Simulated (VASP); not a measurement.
Al: elastic constants with PBEsol

The system is Al.

```xyz
1
Lattice="-1.5912 1.5912 1.5912 1.5912 -1.5912 1.5912 1.5912 1.5912 -1.5912" Properties=species:S:1:pos:R:3 pbc="T T T"
Al    0.0000    0.0000    0.0000
```

```json
{
  "Program": "VASP 6.6.1",
  "Task": "elastic constants",
  "Functional": "PBEsol",
  "Potentials or basis": "VASP PAW PBE potentials, release 64 (Al)",
  "Cutoff": "600 eV",
  "k mesh": "10 × 10 × 10",
  "Occupations": "fermi-dirac, width 0.05 eV",
  "Spin": "no spin polarisation",
  "Dipole correction": "no",
  "Ions in elastic constants": "relaxed",
  "Further INCAR settings": "ALGO = Fast; EDIFF = 1e-08; NBANDS = 8; IBRION = 6; POTIM = 0.015; NSW = 1; ISIF = 3"
}
```

```
Elastic constants C11, C12, C44 : 84, 84, 135 GPa
Voigt bulk modulus              : 84 GPa
```

Elastic tensor in Voigt notation (GPa, in the Cartesian axes of the cell as first typed):
```
 84  84  84   0   0   0
 84  84  84   0   0   0
 84  84  84   0   0   0
  0   0   0 135   0   0
  0   0   0   0 135   0
  0   0   0   0   0 135
```

Clamped-ion elastic tensor (GPa):
```
 84  84  84   0   0   0
 84  84  84   0   0   0
 84  84  84   0   0   0
  0   0   0 135   0   0
  0   0   0   0 135   0
  0   0   0   0   0 135
```

Wall time 110 s on 1 thread of Intel Xeon 6975P-C, with other jobs on the host, peak memory 0.2 GiB.

Caveat: the cell is under stress, which shifts elastic constants; the elastic tensor has a negative eigenvalue, so either the cell is unstable as it stands or the mesh is too thin; the PAW data sets were made with another functional, which shifts forces and pressure a little.
